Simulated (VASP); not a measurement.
Set up this calculation in VASP 6.6.1, as the native input.

```yaml
Task: single point
Functional: LDA
Potentials_or_basis: VASP PAW LDA potentials, release 64 (Cd_sv_GW)
Cutoff: 630 eV
k_mesh: 6 × 6 × 3
Occupations: fermi-dirac, width 0.1 eV
Spin: no spin polarisation
Dipole_correction: no
Further_INCAR_settings: ALGO = Normal; EDIFF = 1e-06; NBANDS = 27
```

The structure of Cd lies in POSCAR:

```
Cd
1.0
    2.8818641727      0.0000000000      0.0000000000
   -1.4409320863      2.4957675838      0.0000000000
    0.0000000000      0.0000000000      5.6383707528
Cd
2
Direct
    0.3333333333      0.6666666667      0.2500000000
    0.6666666667      0.3333333333      0.7500000000
```

One way to write it, as run:

INCAR

```
SYSTEM = Cd
ALGO = Normal
EDIFF = 1E-6
ENCUT = 630
GGA_COMPAT = .False.
ISIF = 2
ISMEAR = -1
LASPH = .True.
LCHARG = .True.
LELF = .True.
LREAL = .False.
LVHAR = .True.
LWAVE = .False.
NBANDS = 27
NELM = 120
PREC = Accurate
SIGMA = 0.1
```

KPOINTS

```
k-points
0
Gamma
  6 6 3
  0 0 0
```

Potentials or basis: VASP PAW LDA potentials, release 64 (Cd_sv_GW).

Run with:

```console
$ cat potpaw_LDA.64/Cd_sv_GW/POTCAR > POTCAR
$ mpirun -np 1 vasp_std > vasp.out
```

Results of the run:

```yaml
Pressure: -0.1 GPa
Band_gap_on_the_k_mesh: zero (bands 20 and 21 overlap by 4.23 eV)
```

Caveat: the k points lie up to 0.42 Å⁻¹ apart, too coarse for converged energies and pressures of a metal.

Wall time 7.7 s on 1 thread of Intel(R) Xeon(R) 6975P-C (Granite Rapids), on a shared host, peak memory 0.16 GiB.
